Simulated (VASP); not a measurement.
# Be3F2 (Pmmm) in VASP: single point with PBE

Aim: the single point of Be3F2 with PBE.

Program: VASP 6.6.1. These are calculated values, not measurements. Logs are shortened: lines on timing, memory, paths and dates and some standing lists are left out, and cuts for length are marked.

## 1. The cell of the first run

The structure is orthorhombic, space group Pmmm (No. 47). Conventional cell: a = 3.202 Å, b = 3.938 Å, c = 4.748 Å, α = 90.00°, β = 90.00°, γ = 90.00°. Within 2.1 Å of Be (site symmetry mmm) lie 2 F at 1.60 Å. Within 2.1 Å of Be (site symmetry mmm) lie 2 Be at 1.60 Å. Within 2.1 Å of Be (site symmetry mmm) lie 2 Be at 1.60 Å. F (site symmetry mmm) has 2 F at 1.97 Å and 4 Be at 2.54 Å within 2.6 Å. F (site symmetry mmm) has 2 Be at 1.60 Å and 2 F at 1.97 Å within 2.1 Å.

## 2. Single point, PBE

INCAR reads:

```
SYSTEM = Be3F2
  PREC = Accurate
  ENCUT = 520
  EDIFF = 1E-7
  ISMEAR = 0
  SIGMA = 0.1
  LREAL = .FALSE.
  LASPH = .TRUE.
  NELM = 80
  ALGO = Normal
  ISIF = 2
  LWAVE = .FALSE.
  LCHARG = .FALSE.
  GGA = PE
  NBANDS = 18
```

KPOINTS reads:

```
Automatic mesh
0
G
  6 4 4
  0 0 0
```

POSCAR reads:

```
Be3F2
1.0
    3.2015011300      0.0000000000      0.0000000000
    0.0000000000      3.9384502900      0.0000000000
    0.0000000000      0.0000000000      4.7478864900
Be F
3 2
Direct
    0.0000000000      0.0000000000      0.5000000000
    0.5000000000      0.0000000000      0.0000000000
    0.0000000000      0.0000000000      0.0000000000
    0.5000000000      0.5000000000      0.5000000000
    0.5000000000      0.0000000000      0.5000000000
```

Potentials or basis: VASP PAW PBE potentials, release 64 (Be, F).

The run is started by

```
> cat potpaw_PBE.64/Be/POTCAR potpaw_PBE.64/F/POTCAR > POTCAR
> mpirun -np 1 vasp_std > vasp.out
```

OUTCAR:

```text
SYSTEM = Be3F2
   PREC = Accurate
   ENCUT = 520
   EDIFF = 1E-7
   ISMEAR = 0
   LREAL = .FALSE.
   LASPH = .TRUE.
   NELM = 80
   ISIF = 2
   GGA = PE

 ion  position               nearest neighbor table
   1  0.000  0.000  0.500-   5 1.60   5 1.60   3 2.37   3 2.37
   2  0.500  0.000  0.000-   3 1.60   3 1.60
   3  0.000  0.000  0.000-   2 1.60   2 1.60   1 2.37   1 2.37
   4  0.500  0.500  0.500-
   5  0.500  0.000  0.500-   1 1.60   1 1.60

  LATTYP: Found a simple orthorhombic cell.
 ALAT       =     3.2015011300
 B/A-ratio  =     1.2301886303
 C/A-ratio  =     1.4830188394

  Lattice vectors:

 A1 = (   3.2015011300,   0.0000000000,   0.0000000000)
 A2 = (   0.0000000000,   3.9384502900,   0.0000000000)
 A3 = (   0.0000000000,   0.0000000000,   4.7478864900)

Analysis of symmetry for initial positions (statically):
=====================================================================
 Subroutine PRICEL returns:
 Original cell was already a primitive cell.

 Routine SETGRP: Setting up the symmetry group for a
 simple orthorhombic supercell.

 Subroutine GETGRP returns: Found  8 space group operations
 (whereof  8 operations were pure point group operations)
 out of a pool of  8 trial point group operations.

The static configuration has the point symmetry D_2h.

Analysis of symmetry for dynamics (positions and initial velocities):
=====================================================================
 Subroutine PRICEL returns:
 Original cell was already a primitive cell.

 Routine SETGRP: Setting up the symmetry group for a
 simple orthorhombic supercell.

 Subroutine GETGRP returns: Found  8 space group operations
 (whereof  8 operations were pure point group operations)
 out of a pool of  8 trial point group operations.

The dynamic configuration has the point symmetry D_2h.

 Subroutine INISYM returns: Found  8 space group operations
 (whereof  8 operations are pure point group operations),
 and found     1 'primitive' translations

----------------------------------------------------------------------------------------

                                     Primitive cell

  volume of cell :      59.8659

[... 87 lines left out ...]
   ICHARG =      2    charge: 1-file 2-atom 10-const
   ISPIN  =      1    spin polarized calculation?
   LNONCOLLINEAR =      F non collinear calculations
   LSORBIT =      F    spin-orbit coupling
   LASPH  =      T    aspherical Exc in radial PAW
   ENCUT  =  520.0 eV  38.22 Ry    6.18 a.u.   5.95  7.32  8.83*2*pi/ulx,y,z
   NELM   =     80;   NELMIN=  2; NELMDL= -5     # of ELM steps
   EDIFF  = 0.1E-06   stopping-criterion for ELM
   LREAL  =      F    real-space projection
   EDIFFG = 0.1E-05   stopping-criterion for IOM
   NSW    =      0    number of steps for IOM
   IBRION =     -1    ionic relax: 0-MD 1-quasi-New 2-CG
   NFREE  =      0    steps in history (QN), initial steepest desc. (CG)
   ISIF   =      2    stress and relaxation
   ISYM   =      2    0-nonsym 1-usesym 2-fastsym
   POTIM  = 0.5000    time-step for ionic-motion
   TEBEG  =    0.0;   TEEND  =   0.0 temperature during run
   PSTRESS=    0.0 pullay stress
   NELECT =      20.0000    total number of electrons
   NUPDOWN=      -1.0000    fix difference up-down
   EMIN   =  10.00;   EMAX   =-10.00  energy-range for DOS
   EFERMI =   0.00;   METHOD = LEGACY
   ISMEAR =     0;   SIGMA  =   0.10  broadening in eV -4-tet -1-fermi 0-gaus
   EFERMI_NEDOS =   21; number of points for ismear=-14 and -15
   IALGO  =     38    algorithm
   IMIX   =      4    mixing-type and parameters
     AMIX     =   0.40;   BMIX     =  1.00
     AMIX_MAG =   1.60;   BMIX_MAG =  1.00
  volume/ion in A,a.u.               =      11.97        80.80
  Fermi-wavevector in a.u.,A,eV,Ry     =   1.135948  2.146630 17.556651  1.290377
  Thomas-Fermi vector in A             =   2.272653
   LORBIT       =      0    0 simple, 1 ext, 2 COOP (PROOUT), +10 PAW based schemes
   GGA     = PE    functional components
   LHFCALC =     F    Hartree Fock is set to
   AEXX    =    0.0000 exact exchange contribution
   IVDW    =     0    specifies the selected vdW correction
   LEPSILON=     F    determine dielectric tensor
   LRPA    =     F    only Hartree local field effects (RPA)
 non-spin polarized calculation
 Gauss-broadening in eV      SIGMA  =   0.10
  energy-cutoff  :      520.00
  volume of cell :       59.87
 maximum number of plane-waves:      1644
 NGX is ok and might be reduce to    24
   NGX = 11   NGY = 15   NGZ = 17

 number of electron      19.9999978 magnetization

 Free energy of the ion-electron system (eV)
  ---------------------------------------------------
  ext. energy  EPLUGINS =         0.00000000
  ---------------------------------------------------
  free energy    TOTEN  =       -11.35664088 eV

  energy without entropy =      -11.33251181  energy(sigma->0) =      -11.34457634

 E-fermi :   1.6720     XC(G=0):  -8.7875

 val. band max:        1.6695214696   @ k =   0.1667   0.5000   0.5000
 cond. band min:       1.6767525507   @ k =   0.1667   0.2500   0.0000
 fundamental gap:      0.0072310810
 Fermi energy:         1.6719987783

 k-point     1 :       0.0000    0.0000    0.0000
  band No.  band energies     occupation
      1     -24.0814      2.00000
      2     -19.2493      2.00000
      3      -7.5157      2.00000
      4      -6.2491      2.00000
      5      -6.0007      2.00000
      6      -3.2092      2.00000
[... 481 lines left out ...]
      5      -3.7663      2.00000
      6      -2.1698      2.00000
[... 10 lines left out ...]
     17      13.3559      0.00000
     18      13.7170      0.00000

 [... further k-points ...]
[... 5 lines left out ...]
  --------------------------------------------------------------------------------------
  -------------------------------------------------------------------------------------
  Total       18.6816447     10.1433110      1.8896568      0.0000000      0.0000000      0.0000000
  in kB      499.9727502    271.4632021     50.5724689      0.0000000      0.0000000      0.0000000
  external PRESSURE =     274.0028071 kB  Pullay stress =       0.0000000 kB

 VOLUME and BASIS-vectors are now :
 -----------------------------------------------------------------------------
  energy-cutoff  :      520.00
  volume of cell :       59.87
      direct lattice vectors                 reciprocal lattice vectors
     3.201501130  0.000000000  0.000000000     0.312353474  0.000000000  0.000000000
     0.000000000  3.938450290  0.000000000     0.000000000  0.253906975  0.000000000
     0.000000000  0.000000000  4.747886490     0.000000000  0.000000000  0.210620031

 POSITION                                       TOTAL-FORCE (eV/Angst)
 -----------------------------------------------------------------------------------
      0.00000      0.00000      2.37394         0.000000      0.000000      0.000000
      1.60075      0.00000      0.00000         0.000000      0.000000      0.000000
      0.00000      0.00000      0.00000         0.000000      0.000000      0.000000
      1.60075      1.96923      2.37394         0.000000      0.000000      0.000000
      1.60075      0.00000      2.37394         0.000000      0.000000      0.000000
 -----------------------------------------------------------------------------------
    total drift:                                0.000000      0.000000     -0.000000

  FREE ENERGIE OF THE ION-ELECTRON SYSTEM (eV)
  ---------------------------------------------------
  free  energy   TOTEN  =       -11.3566408765 eV

  energy  without entropy=      -11.3325118129  energy(sigma->0) =      -11.34457634
```

OSZICAR:

```text
N       E                     dE             d eps       ncg     rms          rms(c)
DAV:   1     0.957962000507E+02    0.95796E+02   -0.10180E+04  1296   0.992E+02
DAV:   2    -0.761369980534E+01   -0.10341E+03   -0.97533E+02  1632   0.224E+02
DAV:   3    -0.137184193287E+02   -0.61047E+01   -0.60436E+01  1540   0.566E+01
DAV:   4    -0.137579879889E+02   -0.39569E-01   -0.39553E-01  1566   0.510E+00
[... 11 lines left out ...]
DAV:  16    -0.113566493140E+02   -0.84997E-05   -0.99188E-06  1378   0.230E-02    0.409E-02
DAV:  17    -0.113566412401E+02    0.80740E-05   -0.23437E-06  1410   0.107E-02    0.156E-02
DAV:  18    -0.113566406274E+02    0.61271E-06   -0.12303E-06  1408   0.768E-03    0.224E-03
DAV:  19    -0.113566408706E+02   -0.24326E-06   -0.67671E-08   850   0.276E-03    0.808E-04
DAV:  20    -0.113566408765E+02   -0.58808E-08   -0.72640E-09   720   0.937E-04
   1 F= -.11356641E+02 E0= -.11344576E+02  d E =-.241291E-01
```

stdout:

```text
POSCAR found type information on POSCAR BeF
 POSCAR found :  2 types and       5 ions
 scaLAPACK will be used
 LDA part: xc-table for (Slater+PW92), standard interpolation
 POSCAR, INCAR and KPOINTS ok, starting setup
 FFT: planning ... GRIDC
 FFT: planning ... GRID_SOFT
 FFT: planning ... GRID
 WAVECAR not read
 entering main loop
```

Wall time 28 s (1 thread of Intel Xeon 6975P-C, shared host); peak memory 0.18 GiB.

Results:

```yaml
Free_energy: -11.3566 eV
Pressure: 27.4 GPa
Band_gap_on_the_k_mesh: zero (band 10 reaches 2.02 eV, above the bottom of band 11 at 1.52 eV)
```

Stress tensor (GPa, compression positive):
```
50.00  0.00  0.00
 0.00 27.15  0.00
 0.00  0.00  5.06
```

Caveat: the k points lie up to 0.40 Å⁻¹ apart.
